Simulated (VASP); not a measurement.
# CdF2 (CdI2 type) (P-3m1) in VASP: electric field gradients with PBE

Aim: the electric field gradients of CdF2 (CdI2 type) with PBE.

All numbers are computed with VASP 6.6.1; they aren't measurements. Logs are shortened: lines on timing, memory, paths and dates and some standing lists are left out, and cuts for length are marked.

### 1 The cell of the first run

The structure is trigonal, space group P-3m1 (No. 164). Conventional cell: a = 3.553 Å, b = 3.553 Å, c = 4.966 Å, α = 90.00°, β = 90.00°, γ = 120.00°. Within 3.0 Å of Cd (site symmetry -3m) lie 6 F at 2.28 Å. Within 3.0 Å of F (site symmetry 3m) lie 3 Cd at 2.28 Å and 3 F at 2.86 Å.

### 2 Electric field gradients, PBE

The input, INCAR:

```
ALGO = Normal
EDIFF = 1E-8
ENCUT = 520
GGA = PE
ISIF = 2
ISMEAR = -1
LASPH = T
LCHARG = F
LEFG = T
LREAL = F
LWAVE = F
NBANDS = 20
NELM = 80
PREC = Accurate
SIGMA = 0.05
```

The input, KPOINTS:

```
k-points
0
Gamma
  13 13 7
```

The input, POSCAR:

```
CdF2
1.0
    3.5533765355      0.0000000000      0.0000000000
   -1.7766882678      3.0773143490      0.0000000000
    0.0000000000      0.0000000000      4.9659492844
Cd F
1 2
Direct
    0.0000000000      0.0000000000      0.0000000000
    0.3333333333      0.6666666667      0.2003368176
    0.6666666667      0.3333333333      0.7996631824
```

Potentials or basis: VASP PAW PBE potentials, release 64 (Cd, F).

Started as:

```console
$ cat potpaw_PBE.64/Cd/POTCAR potpaw_PBE.64/F/POTCAR > POTCAR
$ mpirun -np 1 vasp_std > vasp.out
```

OUTCAR:

```text
EDIFF = 1E-8
   ENCUT = 520
   GGA = PE
   ISIF = 2
   ISMEAR = -1
   LASPH = T
   LREAL = F
   NELM = 80
   PREC = Accurate

 ion  position               nearest neighbor table
   1  0.000  0.000  0.000-   2 2.28   3 2.28   3 2.28   2 2.28   3 2.28   2 2.28
   2  0.333  0.667  0.200-   1 2.28   1 2.28   1 2.28
   3  0.667  0.333  0.800-   1 2.28   1 2.28   1 2.28

  LATTYP: Found a hexagonal cell.
 ALAT       =     3.5533765355
 C/A-ratio  =     1.3975297115

  Lattice vectors:

 A1 = (   3.5533765355,   0.0000000000,   0.0000000000)
 A2 = (  -1.7766882678,   3.0773143490,   0.0000000000)
 A3 = (   0.0000000000,   0.0000000000,   4.9659492844)

Analysis of symmetry for initial positions (statically):
=====================================================================
 Subroutine PRICEL returns:
 Original cell was already a primitive cell.

 Routine SETGRP: Setting up the symmetry group for a
 hexagonal supercell.

 Subroutine GETGRP returns: Found 12 space group operations
 (whereof 12 operations were pure point group operations)
 out of a pool of 24 trial point group operations.

The static configuration has the point symmetry D_3d.

Analysis of symmetry for dynamics (positions and initial velocities):
=====================================================================
 Subroutine PRICEL returns:
 Original cell was already a primitive cell.

 Routine SETGRP: Setting up the symmetry group for a
 hexagonal supercell.

 Subroutine GETGRP returns: Found 12 space group operations
 (whereof 12 operations were pure point group operations)
 out of a pool of 24 trial point group operations.

The dynamic configuration has the point symmetry D_3d.

 Subroutine INISYM returns: Found 12 space group operations
 (whereof 12 operations are pure point group operations),
 and found     1 'primitive' translations

----------------------------------------------------------------------------------------

                                     Primitive cell
[... 127 lines left out ...]
 maximum number of plane-waves:      1489
 NGX is ok and might be reduce to    28
   NGX = 13   NGY = 13   NGZ = 19

 number of electron      25.9999998 magnetization

 Free energy of the ion-electron system (eV)
  ---------------------------------------------------
  ext. energy  EPLUGINS =         0.00000000
  ---------------------------------------------------
  free energy    TOTEN  =       -10.68492326 eV

  energy without entropy =      -10.68492326  energy(sigma->0) =      -10.68492326

 E-fermi :  -2.2216     XC(G=0):  -8.4671

 val. band max:       -3.4680417282   @ k =   0.0000   0.0000   0.4286
 cond. band min:      -0.0622152709   @ k =   0.0000   0.0000   0.0000
 fundamental gap:      3.4058264573
 Fermi energy:        -2.2215968301

 k-point     1 :       0.0000    0.0000    0.0000
  band No.  band energies     occupation
      1     -23.6540      2.00000
      2     -23.1689      2.00000
      3      -8.9114      2.00000
      4      -8.9114      2.00000
      5      -8.5321      2.00000
      6      -7.9429      2.00000
[... 541 lines left out ...]
     19      14.9800      0.00000
     20      16.5237      0.00000

 [... further k-points ...]

------------------------ aborting loop because EDIFF is reached ----------------------------------------

  FORCE on cell =-STRESS in cart. coord.  units (eV):
  Direction    XX          YY          ZZ          XY          YZ          ZX
  --------------------------------------------------------------------------------------
  -------------------------------------------------------------------------------------
  Total        0.2558436      0.2558436      0.0615339     -0.0000000     -0.0000000     -0.0000000
  in kB        7.5486583      7.5486583      1.8155572     -0.0000000     -0.0000000     -0.0000000
  external PRESSURE =       5.6376246 kB  Pullay stress =       0.0000000 kB

 VOLUME and BASIS-vectors are now :
 -----------------------------------------------------------------------------
  energy-cutoff  :      520.00
  volume of cell :       54.30
      direct lattice vectors                 reciprocal lattice vectors
     3.553376535  0.000000000  0.000000000     0.281422470  0.162479339  0.000000000
    -1.776688268  3.077314349  0.000000000     0.000000000  0.324958677  0.000000000
     0.000000000  0.000000000  4.965949284     0.000000000  0.000000000  0.201371368

 POSITION                                       TOTAL-FORCE (eV/Angst)
 -----------------------------------------------------------------------------------
      0.00000      0.00000      0.00000        -0.000000      0.000000     -0.000000
     -0.00000      2.05154      0.99486        -0.000000     -0.000000      0.067223
      1.77669      1.02577      3.97109         0.000000      0.000000     -0.067223
 -----------------------------------------------------------------------------------
    total drift:                               -0.000000      0.000000      0.000000

  FREE ENERGIE OF THE ION-ELECTRON SYSTEM (eV)
  ---------------------------------------------------
  free  energy   TOTEN  =       -10.6849232630 eV

  energy  without entropy=      -10.6849232630  energy(sigma->0) =      -10.68492326

 Electric field gradients (V/A^2)
---------------------------------------------------------------------
 ion       V_xx      V_yy      V_zz      V_xy      V_xz      V_yz
---------------------------------------------------------------------
   1     -42.787   -42.788    85.575    -0.001     0.000    -0.000
   2      22.391    22.388   -44.779    -0.003    -0.000     0.000
   3      22.391    22.388   -44.779    -0.003    -0.000     0.000
---------------------------------------------------------------------

 Electric field gradients after diagonalization (V/A^2)
 (convention: |V_zz| > |V_xx| > |V_yy|)
----------------------------------------------------------------------
 ion       V_xx      V_yy      V_zz     asymmetry (V_yy - V_xx)/ V_zz
----------------------------------------------------------------------
   1     -42.789   -42.787    85.575       0.000
   2      22.393    22.387   -44.779       0.000
   3      22.393    22.387   -44.779       0.000
----------------------------------------------------------------------

           NMR quadrupolar parameters

 Cq : quadrupolar parameter    Cq=e*Q*V_zz/h
 eta: asymmetry parameters     (V_yy - V_xx)/ V_zz
 Q  : nuclear electric quadrupole moment in mb (millibarn)
----------------------------------------------------------------------
 ion       Cq(MHz)       eta       Q (mb)
----------------------------------------------------------------------
   1       0.207       0.000       1.000
   2      -0.108       0.000       1.000
   3      -0.108       0.000       1.000
----------------------------------------------------------------------
```

OSZICAR:

```text
N       E                     dE             d eps       ncg     rms          rms(c)
DAV:   1     0.196596370481E+03    0.19660E+03   -0.14920E+04  5136   0.125E+03
DAV:   2    -0.262871654267E+01   -0.19923E+03   -0.19148E+03  5572   0.330E+02
DAV:   3    -0.125329299283E+02   -0.99042E+01   -0.98716E+01  5760   0.795E+01
DAV:   4    -0.125872839447E+02   -0.54354E-01   -0.54351E-01  5244   0.611E+00
DAV:   5    -0.125875293677E+02   -0.24542E-03   -0.24542E-03  5684   0.373E-01    0.103E+01
DAV:   6    -0.106763673137E+02    0.19112E+01   -0.50371E+00  6500   0.404E+01    0.744E+00
DAV:   7    -0.107120701388E+02   -0.35703E-01   -0.97712E-01  5104   0.906E+00    0.436E+00
DAV:   8    -0.106954708968E+02    0.16599E-01   -0.19660E-01  5248   0.388E+00    0.831E-01
DAV:   9    -0.106840695441E+02    0.11401E-01   -0.45886E-02  6252   0.234E+00    0.119E-01
DAV:  10    -0.106847800966E+02   -0.71055E-03   -0.37785E-03  5224   0.722E-01    0.142E-01
DAV:  11    -0.106848884450E+02   -0.10835E-03   -0.32109E-04  5516   0.203E-01    0.508E-02
DAV:  12    -0.106849219145E+02   -0.33470E-04   -0.10631E-04  5156   0.834E-02    0.264E-02
DAV:  13    -0.106849235997E+02   -0.16852E-05   -0.59414E-06  5516   0.198E-02    0.104E-02
DAV:  14    -0.106849232820E+02    0.31768E-06   -0.10808E-06  5240   0.154E-02    0.210E-03
DAV:  15    -0.106849232612E+02    0.20789E-07   -0.12747E-07  5552   0.304E-03    0.675E-04
DAV:  16    -0.106849232630E+02   -0.17831E-08   -0.90708E-09  4240   0.105E-03
   1 F= -.10684923E+02 E0= -.10684923E+02  d E =-.855303E-11
```

Wall time 5 min (1 thread of Intel Xeon 8259CL, shared host); peak memory 0.27 GiB.

Results:

```yaml
Free_energy: -10.6849 eV
Pressure: 0.6 GPa
Largest_force: 0.067 eV/Å
Band_gap_on_the_k_mesh: 3.41 eV (least direct gap 3.43 eV)
Largest_electric_field_gradient_by_atom: Cd +85.6; F -44.8 V/Å²
```

Forces on the atoms (eV/Å):
```
Cd   0.000  0.000  0.000
F    0.000  0.000  0.067
F    0.000  0.000 -0.067
```

Stress tensor (GPa, compression positive):
```
0.75 0.00 0.00
0.00 0.75 0.00
0.00 0.00 0.18
```

Electric field gradients, principal values (V/Å²):
```csv
atom,least,middle,greatest (by size)
1 Cd,-42.787,-42.789,85.575
2 F,22.387,22.393,-44.779
3 F,22.387,22.393,-44.779
```

Caveat: without QUAD_EFG the Cq values of the log hold for a quadrupole moment of 1 mb, not for the nuclei. A k mesh can miss the band edges.
